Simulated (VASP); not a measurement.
# HfTi3N4 (Pm-3m) in VASP: a series of runs, part 2 of 2

VASP 6.6.1.

## Step 3: Relaxation of cell and atoms, PBE

File INCAR:

```
SYSTEM = HfTi3N4
  PREC = Accurate
  ENCUT = 600
  EDIFF = 1E-7
  ISMEAR = 0
  SIGMA = 0.1
  LREAL = .False.
  LASPH = .True.
  NELM = 80
  ALGO = Normal
  ISIF = 3
  LWAVE = .False.
  LCHARG = .False.
  GGA = PE
  IBRION = 2
  NSW = 100
  EDIFFG = -0.01
```

File KPOINTS:

```
regular mesh
0
Gamma
  10 10 10
  0 0 0
```

File POSCAR:

```
HfTi3N4
1.0
    4.3418551000      0.0000000000      0.0000000000
    0.0000000000      4.3418551000      0.0000000000
    0.0000000000      0.0000000000      4.3418551000
Hf Ti N
1 3 4
Direct
    0.0000000000      0.0000000000      0.0000000000
    0.5000000000      0.0000000000      0.5000000000
    0.0000000000      0.5000000000      0.5000000000
    0.5000000000      0.5000000000      0.0000000000
    0.5000000000      0.5000000000      0.5000000000
    0.0000000000      0.5000000000      0.0000000000
    0.5000000000      0.0000000000      0.0000000000
    0.0000000000      0.0000000000      0.5000000000
```

Potentials or basis: VASP PAW PBE potentials, release 64 (Hf_pv, Ti_sv, N).

Run with:

```sh
$ cat potpaw_PBE.64/Hf_pv/POTCAR potpaw_PBE.64/Ti_sv/POTCAR potpaw_PBE.64/N/POTCAR > POTCAR
$ mpirun -np 1 vasp_std > vasp.out
```

OUTCAR:

```text
SYSTEM = HfTi3N4
   PREC = Accurate
   ENCUT = 600
   EDIFF = 1E-7
   ISMEAR = 0
   LREAL = .False.
   LASPH = .True.
   NELM = 80
   ISIF = 3
   GGA = PE
   IBRION = 2
   NSW = 100
   EDIFFG = -0.01

 ion  position               nearest neighbor table
   1  0.000  0.000  0.000-   6 2.17   7 2.17   8 2.17   8 2.17   6 2.17   7 2.17   2 3.07   3 3.07
                             2 3.07   3 3.07   4 3.07   3 3.07   3 3.07   2 3.07   4 3.07   4 3.07
   2  0.500  0.000  0.500-   5 2.17   7 2.17   8 2.17   7 2.17   5 2.17   8 2.17   1 3.07   1 3.07
                             1 3.07   1 3.07
   3  0.000  0.500  0.500-   5 2.17   6 2.17   8 2.17   6 2.17   8 2.17   5 2.17   1 3.07   1 3.07
                             1 3.07   1 3.07
   4  0.500  0.500  0.000-   5 2.17   6 2.17   7 2.17   5 2.17   7 2.17   6 2.17   1 3.07   1 3.07
                             1 3.07   1 3.07
   5  0.500  0.500  0.500-   2 2.17   3 2.17   4 2.17   4 2.17   2 2.17   3 2.17
   6  0.000  0.500  0.000-   1 2.17   3 2.17   4 2.17   3 2.17   1 2.17   4 2.17
   7  0.500  0.000  0.000-   1 2.17   2 2.17   4 2.17   2 2.17   4 2.17   1 2.17
   8  0.000  0.000  0.500-   1 2.17   2 2.17   3 2.17   1 2.17   3 2.17   2 2.17

  LATTYP: Found a simple cubic cell.
 ALAT       =     4.3418551000

  Lattice vectors:

 A1 = (   4.3418551000,   0.0000000000,   0.0000000000)
 A2 = (   0.0000000000,   4.3418551000,   0.0000000000)
 A3 = (   0.0000000000,   0.0000000000,   4.3418551000)

Analysis of symmetry for initial positions (statically):
=====================================================================
 Subroutine PRICEL returns:
 Original cell was already a primitive cell.

 Routine SETGRP: Setting up the symmetry group for a
 simple cubic supercell.

 Subroutine GETGRP returns: Found 48 space group operations
 (whereof 48 operations were pure point group operations)
 out of a pool of 48 trial point group operations.

The static configuration has the point symmetry O_h .

Analysis of symmetry for dynamics (positions and initial velocities):
=====================================================================
 Subroutine PRICEL returns:
 Original cell was already a primitive cell.

[... 150 lines left out ...]
 conjugate gradient relaxation of ions
 non-spin polarized calculation
 Gauss-broadening in eV      SIGMA  =   0.10
  energy-cutoff  :      600.00
  volume of cell :       81.85
 maximum number of plane-waves:      2800
 NGX is ok and might be reduce to    36
   NGX = 17   NGY = 17   NGZ = 17

--------------------------------------- Ionic step        1  -------------------------------------------

 number of electron      66.0000012 magnetization

 Free energy of the ion-electron system (eV)
  ---------------------------------------------------
  ext. energy  EPLUGINS =         0.00000000
  ---------------------------------------------------
  free energy    TOTEN  =       -80.49411633 eV

  energy without entropy =      -80.47613098  energy(sigma->0) =      -80.48512366

------------------------ aborting loop because EDIFF is reached ----------------------------------------

  FORCE on cell =-STRESS in cart. coord.  units (eV):
  Direction    XX          YY          ZZ          XY          YZ          ZX
  --------------------------------------------------------------------------------------
  -------------------------------------------------------------------------------------
  Total       -0.2487930     -0.2487930     -0.2487930      0.0000000      0.0000000     -0.0000000
  in kB       -4.8699314     -4.8699314     -4.8699314      0.0000000      0.0000000     -0.0000000
  external PRESSURE =      -4.8699314 kB  Pullay stress =       0.0000000 kB
[... 71 lines left out ...]
--------------------------------------- Ionic step        3  -------------------------------------------

 number of electron      66.0000011 magnetization

 Free energy of the ion-electron system (eV)
  ---------------------------------------------------
  ext. energy  EPLUGINS =         0.00000000
  ---------------------------------------------------
  free energy    TOTEN  =       -80.49433986 eV

  energy without entropy =      -80.47639388  energy(sigma->0) =      -80.48536687

 E-fermi :  10.3316     XC(G=0): -12.8313

 val. band max:       10.3197125994   @ k =   0.3000   0.2000   0.2000
 cond. band min:      10.3426894422   @ k =   0.3000   0.3000   0.0000
 fundamental gap:      0.0229768428
 Fermi energy:        10.3316086930

 k-point     1 :       0.0000    0.0000    0.0000
  band No.  band energies     occupation
      1     -47.6236      2.00000
      2     -47.5521      2.00000
      3     -47.5521      2.00000
      4     -24.0472      2.00000
      5     -24.0472      2.00000
      6     -24.0472      2.00000
[... 997 lines left out ...]
     38      11.7414      0.00000
     39      12.0182      0.00000

 [... further k-points ...]

------------------------ aborting loop because EDIFF is reached ----------------------------------------

  FORCE on cell =-STRESS in cart. coord.  units (eV):
  Direction    XX          YY          ZZ          XY          YZ          ZX
  --------------------------------------------------------------------------------------
  -------------------------------------------------------------------------------------
  Total        0.0009356      0.0009356      0.0009356      0.0000000      0.0000000     -0.0000000
  in kB        0.0183457      0.0183457      0.0183457      0.0000000      0.0000000     -0.0000000
  external PRESSURE =       0.0183457 kB  Pullay stress =       0.0000000 kB
[... 23 lines left out ...]
  FREE ENERGIE OF THE ION-ELECTRON SYSTEM (eV)
  ---------------------------------------------------
  free  energy   TOTEN  =       -80.4943398586 eV

  energy  without entropy=      -80.4763938776  energy(sigma->0) =      -80.48536687

 reached required accuracy - stopping structural energy minimisation
```

OSZICAR:

```text
N       E                     dE             d eps       ncg     rms          rms(c)
DAV:   1     0.929138472359E+03    0.92914E+03   -0.36226E+04  4392   0.224E+03
DAV:   2     0.682983986738E+02   -0.86084E+03   -0.83775E+03  4382   0.650E+02
[... 36 lines left out ...]
DAV:   6    -0.804943370954E+02   -0.24304E-04   -0.50541E-05  6561   0.238E-02    0.251E-02
DAV:   7    -0.804943401122E+02   -0.30168E-05   -0.30070E-05  6700   0.341E-02    0.197E-02
DAV:   8    -0.804943403881E+02   -0.27585E-06   -0.14721E-06  5639   0.831E-03    0.835E-03
DAV:   9    -0.804943402086E+02    0.17944E-06   -0.45074E-07  4588   0.504E-03    0.149E-03
DAV:  10    -0.804943398477E+02    0.36094E-06   -0.30120E-07  4449   0.296E-03    0.109E-03
DAV:  11    -0.804943398586E+02   -0.10945E-07   -0.39472E-08  3038   0.152E-03
   3 F= -.80494340E+02 E0= -.80485367E+02  d E =-.223531E-03
```

Run time: 3.9 min. Hardware: 1 thread of Intel Xeon 6975P-C (Granite Rapids), shared host; peak memory 0.35 GiB.

Results:

```yaml
Free_energy: -80.4943 eV
Relaxed_volume: 10.21 Å³/atom
Relaxed_cell: a = 4.339 Å, b = 4.339 Å, c = 4.339 Å, α = 90.00°, β = 90.00°, γ = 90.00°
Space_group_after_relaxing_to_0.1_Å: Pm-3m (No. 221)
Energy_gained_by_relaxing: 0.0 meV/atom
Ionic_steps: 3
Pressure_after_relaxing: 0.0 GPa
Band_gap_on_the_k_mesh: zero (bands 33 and 34 overlap by 3.85 eV)
```

Step by step:
```
step  energy change (eV)  largest force (eV/Å)  pressure (GPa)  volume (Å³)
   1              0.0000                0.0000           -0.49        81.85
   2              0.0003                0.0000            0.73        81.48
   3             -0.0002                0.0000            0.00        81.70
```

Final structure:
```
Hf Ti N
1.0
     4.33925    0.00000    0.00000
     0.00000    4.33925    0.00000
     0.00000    0.00000    4.33925
Hf Ti N
1 3 4
Direct
  0.00000 0.00000 0.00000
  0.50000 0.00000 0.50000
  0.00000 0.50000 0.50000
  0.50000 0.50000 0.00000
  0.50000 0.50000 0.50000
  0.00000 0.50000 0.00000
  0.50000 0.00000 0.00000
  0.00000 0.00000 0.50000
```

Caveat: spin-orbit coupling is left out, which moves the levels of the heavy elements.

The gap in the log of VASP goes by the Fermi energy; the results here count the filled bands.